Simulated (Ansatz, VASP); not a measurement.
**SnO2: VASP beside Ansatz**

INCAR

```
PREC     = Accurate       # precision mode
ENCUT    = 520            # plane-wave cutoff, eV
EDIFF    = 1E-6           # SCF threshold, eV
ISMEAR   = 0              # smearing method
SIGMA    = 0.05           # smearing width, eV
LREAL    = F              # projectors in reciprocal space
LASPH    = T              # aspherical terms in the spheres
NELM     = 100            # most SCF steps
ALGO     = Normal         # electronic algorithm
ISIF     = 2              # what is computed and relaxed
LWAVE    = F              # write WAVECAR
LCHARG   = T              # write CHGCAR
GGA      = PE             # functional
IVDW     = 12             # dispersion correction
LELF     = T              # ELF
LVHAR    = T            
NBANDS   = 35             # bands
```

KPOINTS

```
Automatic mesh
0
Gamma
  12 12 4
```

The input POSCAR:

```
SnO2
1.0
    3.2379445286      0.0000000000      0.0000000000
   -1.6189722643      2.8041422179      0.0000000000
    0.0000000000      0.0000000000     10.4224714788
Sn O
2 4
Direct
    0.0000000000      0.0000000000      0.5000000000
    0.0000000000      0.0000000000      0.0000000000
    0.6666666667      0.3333333333      0.4018520904
    0.6666666667      0.3333333333      0.0981479096
    0.3333333333      0.6666666667      0.5981479096
    0.3333333333      0.6666666667      0.9018520904
```

Input for Ansatz:

```yaml
crystal:
  lattice:
    - [3.2379445286, 0.0, 0.0]
    - [-1.6189722643, 2.8041422179, 0.0]
    - [0.0, 0.0, 10.4224714788]
  atoms:
    - { symbol: Sn, position: [0.0, 0.0, 0.5] }
    - { symbol: Sn, position: [0.0, 0.0, 0.0] }
    - { symbol: O, position: [0.6666666667, 0.3333333333, 0.4018520904] }
    - { symbol: O, position: [0.6666666667, 0.3333333333, 0.0981479096] }
    - { symbol: O, position: [0.3333333333, 0.6666666667, 0.5981479096] }
    - { symbol: O, position: [0.3333333333, 0.6666666667, 0.9018520904] }
basis:
  ecutwfc: 520.0
kpoints:
  mp_grid: { grid: [12, 12, 4] }
hamiltonian:
  xc: pbe
  pseudopotentials: { kind: paw, azcp: { folder: soft_1 } }
  dispersion: d3bj
scf:
  occupations: { method: gaussian, width: 0.05 }
output:
  forces: true
  stress: true
  eigenvalues: true
```

Change from the starting cell: mode 1 frozen in at +0.000 Å, equal normal strain along x, y and z +0.0083.

Alike in both runs: task single point; functional PBE; dispersion D3(BJ); k mesh 12 × 12 × 4; occupations gaussian, width 0.05 eV; no spin polarisation.

|  | VASP | Ansatz |
| --- | --- | --- |
| version | VASP 6.6.1 | Ansatz 0.2.0 |
| potentials or method | VASP PAW PBE potentials, release 64 (Sn_d, O), cutoff 520 eV | scalar-relativistic, plane waves, PAW |
| valence electrons in the cell | 52 | 52 |

VASP gave:

* gap on the k mesh at the Fermi level (eV): 1.91
* least direct gap on the mesh (eV): 2.25
* pressure (GPa): -2.6
* traceless stress, the component that is largest in VASP (GPa): 0.96
* rms of the force components (eV/Å): 0.097

Task: Which values does Ansatz return?

Result: gap on the k mesh at the Fermi level (eV): 1.94; least direct gap on the mesh (eV): 2.27; pressure (GPa): -3.2; traceless stress, the component that is largest in VASP (GPa): 1.28; rms of the force components (eV/Å): 0.122.

Atom by atom the forces differ by 0.025 eV/Å (rms over components).
